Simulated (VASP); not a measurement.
# LiNb16 (a cell with a defect) in VASP: single point with PBE

Aim: the single point of LiNb16 (a cell with a defect) with PBE.

Everything below comes from runs of VASP 6.6.1. Logs are shortened: lines on timing, memory, paths and dates and some standing lists are left out, and cuts for length are marked.

**1. The cell of the first run**

The cell holds a defect, 17 atoms: a = 6.600 Å, b = 6.600 Å, c = 6.600 Å, α = 90.00°, β = 90.00°, γ = 90.00°.

**2. Single point, PBE**

The input, INCAR:

```
SYSTEM = LiNb16
  PREC = Accurate
  ENCUT = 520
  EDIFF = 1E-6
  ISMEAR = -1
  SIGMA = 0.15
  LREAL = Auto
  LASPH = .True.
  NELM = 100
  ALGO = Normal
  ISIF = 2
  LWAVE = .False.
  LCHARG = .False.
  GGA = PE
  NBANDS = 120
```

The input, KPOINTS:

```
regular mesh
0
Gamma
  2 2 2
  0 0 0
```

The input, POSCAR:

```
LiNb16
1.0
    6.6000000000      0.0000000000      0.0000000000
    0.0000000000      6.6000000000      0.0000000000
    0.0000000000      0.0000000000      6.6000000000
Nb Li
16 1
Direct
    0.0897272727     -0.0615151515     -0.0493939394
    0.4812121212      0.0012424242      0.0756515152
   -0.0107727273      0.4471212121     -0.0226060606
   -0.0300757576     -0.0059090909      0.4491060606
    0.2780909091      0.3174696970      0.2525606061
    0.4898030303      0.4922575758     -0.0447272727
    0.5420151515      0.0484848485      0.4695151515
    0.7347575758      0.3145303030      0.3670757576
    0.0055151515      0.5474393939      0.5141969697
    0.2543939394      0.7503484848      0.2750303030
    0.2020000000      0.2572272727      0.6935151515
    0.5225757576      0.5414242424      0.5266212121
    0.7462878788      0.7168181818      0.2086212121
    0.6715000000      0.1301818182      0.8050757576
    0.2743333333      0.7965909091      0.6635000000
    0.7483636364      0.7220757576      0.8058787879
    0.8116515152      0.0335000000      0.1436212121
```

Potentials or basis: VASP PAW PBE potentials, release 64 (Nb_sv, Li_sv).

Started as:

```console
$ cat potpaw_PBE.64/Nb_sv/POTCAR potpaw_PBE.64/Li_sv/POTCAR > POTCAR
$ mpirun -np 1 vasp_std > vasp.out
```

OUTCAR:

```text
SYSTEM = LiNb16
   PREC = Accurate
   ENCUT = 520
   EDIFF = 1E-6
   ISMEAR = -1
   LREAL = Auto
   LASPH = .True.
   NELM = 100
   ISIF = 2
   GGA = PE

 ion  position               nearest neighbor table
   1  0.090  0.938  0.951-  17 2.32  15 2.44  10 2.70   2 2.74  11 2.80  16 2.83
   2  0.481  0.001  0.076-  17 2.24  14 2.34  10 2.59   7 2.65  13 2.71   5 2.74   1 2.74
   3  0.989  0.447  0.977-  11 2.66  16 2.66   5 2.77  13 2.84
   4  0.970  0.994  0.449-  17 2.29   8 2.68  10 2.73  15 2.78  11 2.82  13 2.84   7 2.85   9 2.99

   5  0.278  0.317  0.253-   6 2.67   2 2.74   3 2.77  12 2.84  10 2.87   7 2.87   9 2.92  11 2.98

   6  0.490  0.492  0.955-  16 2.49   5 2.67  13 2.80  14 2.85  12 2.86  11 3.00
   7  0.542  0.048  0.470-   8 2.27  14 2.43   2 2.65  15 2.74  17 2.79   4 2.85   5 2.87  11 3.02
                            10 3.02
   8  0.735  0.315  0.367-   7 2.27  12 2.30  17 2.42   9 2.55   4 2.68  13 2.85
   9  0.006  0.547  0.514-   8 2.55  11 2.60  15 2.61  10 2.64  16 2.81  13 2.87   5 2.92   4 2.99
[... 5 lines left out ...]
  12  0.523  0.541  0.527-   8 2.30  15 2.52  16 2.65  10 2.79  13 2.82   5 2.84   6 2.86  11 3.03

  13  0.746  0.717  0.209-  17 2.18  16 2.66   2 2.71   6 2.80  12 2.82   4 2.84   3 2.84   8 2.85
                             9 2.87
  14  0.672  0.130  0.805-   2 2.34   7 2.43  17 2.50  16 2.74   6 2.85
  15  0.274  0.797  0.663-   1 2.44  12 2.52  10 2.59   9 2.61   7 2.74   4 2.78
  16  0.748  0.722  0.806-   6 2.49  12 2.65  13 2.66   3 2.66  14 2.74   9 2.81   1 2.83
  17  0.812  0.033  0.144-  13 2.18   2 2.24   4 2.29   1 2.32   8 2.42  14 2.50   7 2.79

  LATTYP: Found a simple cubic cell.
 ALAT       =     6.6000000000

  Lattice vectors:

 A1 = (   6.6000000000,   0.0000000000,   0.0000000000)
 A2 = (   0.0000000000,   6.6000000000,   0.0000000000)
 A3 = (   0.0000000000,   0.0000000000,   6.6000000000)

Analysis of symmetry for initial positions (statically):
=====================================================================
 Subroutine PRICEL returns:
 Original cell was already a primitive cell.

 Routine SETGRP: Setting up the symmetry group for a
 simple cubic supercell.

 Subroutine GETGRP returns: Found  1 space group operations
 (whereof  1 operations were pure point group operations)
 out of a pool of 48 trial point group operations.

The static configuration has the point symmetry C_1 .

Analysis of symmetry for dynamics (positions and initial velocities):
=====================================================================
 Subroutine PRICEL returns:
 Original cell was already a primitive cell.

 Routine SETGRP: Setting up the symmetry group for a
 simple cubic supercell.

 Subroutine GETGRP returns: Found  1 space group operations
[... 126 lines left out ...]
   PSTRESS=    0.0 pullay stress
   NELECT =     211.0000    total number of electrons
   NUPDOWN=      -1.0000    fix difference up-down
   EMIN   =  10.00;   EMAX   =-10.00  energy-range for DOS
   EFERMI =   0.00;   METHOD = LEGACY
   ISMEAR =    -1;   SIGMA  =   0.15  broadening in eV -4-tet -1-fermi 0-gaus
   EFERMI_NEDOS =   21; number of points for ismear=-14 and -15
   IALGO  =     38    algorithm
   IMIX   =      4    mixing-type and parameters
     AMIX     =   0.40;   BMIX     =  1.00
     AMIX_MAG =   1.60;   BMIX_MAG =  1.00
  volume/ion in A,a.u.               =      16.91       114.12
  Fermi-wavevector in a.u.,A,eV,Ry     =   1.476698  2.790555 29.669371  2.180637
  Thomas-Fermi vector in A             =   2.591193
   LORBIT       =      0    0 simple, 1 ext, 2 COOP (PROOUT), +10 PAW based schemes
   GGA     = PE    functional components
   LHFCALC =     F    Hartree Fock is set to
   AEXX    =    0.0000 exact exchange contribution
   IVDW    =     0    specifies the selected vdW correction
   LEPSILON=     F    determine dielectric tensor
   LRPA    =     F    only Hartree local field effects (RPA)
 non-spin polarized calculation
  energy-cutoff  :      520.00
  volume of cell :      287.50
 maximum number of plane-waves:      7809
 NGX is ok and might be reduce to    50
   NGX = 25   NGY = 25   NGZ = 25

 number of electron     211.0000003 magnetization

 Free energy of the ion-electron system (eV)
  ---------------------------------------------------
  ext. energy  EPLUGINS =         0.00000000
  ---------------------------------------------------
  free energy    TOTEN  =      -152.27706380 eV

  energy without entropy =     -151.03603961  energy(sigma->0) =     -151.65655170

 E-fermi :  11.6420     XC(G=0): -12.4871

 val. band max:       11.6384580101   @ k =   0.5000   0.5000   0.5000
 cond. band min:      11.6429274649   @ k =   0.0000   0.0000   0.0000
 fundamental gap:      0.0044694548
 Fermi energy:        11.6419729825

 k-point     1 :       0.0000    0.0000    0.0000
  band No.  band energies     occupation
      1     -43.1282      2.00000
      2     -42.9572      2.00000
      3     -42.9122      2.00000
      4     -42.8847      2.00000
      5     -42.8602      2.00000
      6     -42.8396      2.00000
[... 949 lines left out ...]
    116      12.7475      0.00126
    117      12.8503      0.00063
 [bands above 117 left out]

------------------------ aborting loop because EDIFF is reached ----------------------------------------

  FORCE on cell =-STRESS in cart. coord.  units (eV):
  Direction    XX          YY          ZZ          XY          YZ          ZX
  --------------------------------------------------------------------------------------
  -------------------------------------------------------------------------------------
  Total       38.2335036     37.1609970     41.6037125     -2.7066612     -0.1983830     -5.0430657
  in kB      213.0702780    207.0933404    231.8520085    -15.0838663     -1.1055624    -28.1043409
  external PRESSURE =     217.3385423 kB  Pullay stress =       0.0000000 kB

 VOLUME and BASIS-vectors are now :
 -----------------------------------------------------------------------------
  energy-cutoff  :      520.00
  volume of cell :      287.50
      direct lattice vectors                 reciprocal lattice vectors
     6.600000000  0.000000000  0.000000000     0.151515152  0.000000000  0.000000000
     0.000000000  6.600000000  0.000000000     0.000000000  0.151515152  0.000000000
     0.000000000  0.000000000  6.600000000     0.000000000  0.000000000  0.151515152

 POSITION                                       TOTAL-FORCE (eV/Angst)
 -----------------------------------------------------------------------------------
      0.59220      6.19400      6.27400        -0.756056      0.466665      0.610901
      3.17600      0.00820      0.49930        -3.148166     -0.626965     -0.747203
      6.52890      2.95100      6.45080         0.349008      0.083820      0.717855
      6.40150      6.56100      2.96410         1.322231      0.529624      1.907790
      1.83540      2.09530      1.66690        -1.513235     -1.012172     -0.406406
      3.23270      3.24890      6.30480        -1.772627     -1.207331      2.087292
[... 9 lines left out ...]
      4.93920      4.76570      5.31880         1.043279      1.606714     -1.956099
      5.35690      0.22110      0.94790         1.074719      2.308191     -0.940344
 -----------------------------------------------------------------------------------
    total drift:                               -0.002357     -0.007438      0.001646

  FREE ENERGIE OF THE ION-ELECTRON SYSTEM (eV)
  ---------------------------------------------------
  free  energy   TOTEN  =      -152.2770637960 eV

  energy  without entropy=     -151.0360396109  energy(sigma->0) =     -151.65655170
```

OSZICAR:

```text
N       E                     dE             d eps       ncg     rms          rms(c)
DAV:   1     0.324511341553E+04    0.32451E+04   -0.11538E+05  1920   0.189E+03
DAV:   2     0.172381048798E+03   -0.30727E+04   -0.30206E+04  2048   0.832E+02
DAV:   3    -0.119271073844E+03   -0.29165E+03   -0.27934E+03  3112   0.174E+02
[... 10 lines left out ...]
DAV:  14    -0.152277020457E+03   -0.77082E-04   -0.41902E-03  3304   0.328E-01    0.119E-01
DAV:  15    -0.152277050914E+03   -0.30456E-04   -0.79052E-04  3112   0.146E-01    0.747E-02
DAV:  16    -0.152277060084E+03   -0.91700E-05   -0.23059E-04  3128   0.772E-02    0.363E-02
DAV:  17    -0.152277063420E+03   -0.33361E-05   -0.74589E-05  3224   0.404E-02    0.183E-02
DAV:  18    -0.152277063053E+03    0.36727E-06   -0.23378E-05  2864   0.211E-02    0.869E-03
DAV:  19    -0.152277063796E+03   -0.74341E-06   -0.61911E-06  1488   0.984E-03
   1 F= -.15227706E+03 E0= -.15165655E+03  d E =-.124102E+01
```

Wall time 9.2 min (1 thread of Intel Xeon Platinum 8488C (Sapphire Rapids), shared host); peak memory 0.44 GiB.

Results:

| Property | Result |
| --- | --- |
| Free energy | -152.2771 eV |
| Largest force | 4.412 eV/Å |
| Band gap on the k mesh | zero (an odd number of electrons rules out a gap without spin polarisation) |

Forces on the atoms (eV/Å):
```
Nb  -0.756  0.467  0.611
Nb  -3.148 -0.627 -0.747
Nb   0.349  0.084  0.718
Nb   1.322  0.530  1.908
Nb  -1.513 -1.012 -0.406
Nb  -1.773 -1.207  2.087
Nb  -2.826 -2.843  0.187
Nb   2.847  0.304 -3.154
Nb  -0.304 -0.492 -0.062
Nb  -0.003 -0.073 -2.714
Nb   1.072 -0.477  1.192
Nb  -1.301 -0.216  0.343
Nb   0.705 -1.618  1.807
Nb   2.494  3.303 -1.529
Nb   0.718 -0.037  2.656
Nb   1.043  1.607 -1.956
Li   1.075  2.308 -0.940
```

Levels at points of the mesh, in eV from the Fermi level:
```
           k point  band 104  band 105  band 106  band 107  band 108  band 109
(0.00, 0.00, 0.00)     -0.03      0.00      0.19      0.31      0.36      0.66
(0.50, 0.00, 0.00)     -0.23     -0.11     -0.10      0.16      0.32      0.45
(0.00, 0.50, 0.00)     -0.18     -0.02      0.12      0.23      0.40      0.45
(0.00, 0.00, 0.50)     -0.01      0.04      0.17      0.27      0.41      0.48
(0.50, 0.50, 0.00)     -0.31     -0.23     -0.03      0.07      0.12      0.22
(0.00, 0.50, 0.50)     -0.25     -0.18     -0.09      0.08      0.17      0.30
(0.50, 0.00, 0.50)     -0.25     -0.22     -0.07      0.12      0.22      0.33
(0.50, 0.50, 0.50)     -0.45     -0.40     -0.23     -0.14      0.00      0.06
```

Caveat: the k points lie up to 0.48 Å⁻¹ apart, too coarse for converged energies and pressures of a metal; the cutoff is under 1.25 times the usual one of these potentials, so pressure, stress and relaxed cells hold a basis-set (Pulay) error.
